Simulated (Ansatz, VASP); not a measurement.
## One calculation of Hg, two programs

Contents of INCAR:

```
PREC = Accurate
ENCUT = 520
EDIFF = 1E-6
ISMEAR = 0
SIGMA = 0.15
LREAL = F
LASPH = T
NELM = 100
ALGO = Fast
ISIF = 2
LWAVE = F
LCHARG = T
GGA = PS
IVDW = 12
LELF = T
LVHAR = T
NBANDS = 19
```

The input KPOINTS:

```
regular mesh
0
Gamma
  18 18 10
```

Contents of POSCAR:

```
Hg
1.0
    3.2159438665      0.0000000000      0.0000000000
   -1.6079719333      2.7850890856      0.0000000000
    0.0000000000      0.0000000000      5.1545826821
Hg
2
Direct
    0.6666666667      0.3333333333      0.7500000000
    0.3333333333      0.6666666667      0.2500000000
```

Input for Ansatz:

```yaml
crystal:
  lattice:
    - [3.2159438665, 0.0, 0.0]
    - [-1.6079719333, 2.7850890856, 0.0]
    - [0.0, 0.0, 5.1545826821]
  atoms:
    - { symbol: Hg, position: [0.6666666667, 0.3333333333, 0.75] }
    - { symbol: Hg, position: [0.3333333333, 0.6666666667, 0.25] }
basis:
  ecutwfc: 420
kpoints:
  mp_grid: { grid: [18, 18, 10] }
hamiltonian:
  xc: pbesol
  dispersion: d3bj
scf:
  occupations: { method: gaussian, width: 0.15 }
output:
  forces: true
  stress: true
  eigenvalues: true
```

Alike in both runs: task single point; functional PBEsol; dispersion D3(BJ); k mesh 18 × 18 × 10; occupations gaussian, width 0.15 eV; no spin polarisation.

|  | VASP | Ansatz |
| --- | --- | --- |
| version | VASP 6.6.1 | Ansatz 0.2.0 |
| potentials or method | VASP PAW PBE potentials, release 64 (Hg), cutoff 520 eV | scalar-relativistic, plane waves, PAW |
| valence electrons in the cell | 24 | 40 |

Ansatz gave:

* gap on the k mesh at the Fermi level (eV): none
* pressure (GPa): -2.2
* traceless stress, the component that is largest in VASP (GPa): -0.29

Which values does VASP return?

gap on the k mesh at the Fermi level (eV): none; pressure (GPa): -1.8; traceless stress, the component that is largest in VASP (GPa): -0.28.

VASP's potentials were made for PBE, not for PBEsol. A gap of «none» marks a metal or a gap that the smearing closes. VASP's potentials hold 24 valence electrons a cell and Ansatz's 40, so a difference there can come from the potentials and not from the codes.

Spin-orbit coupling is off throughout.
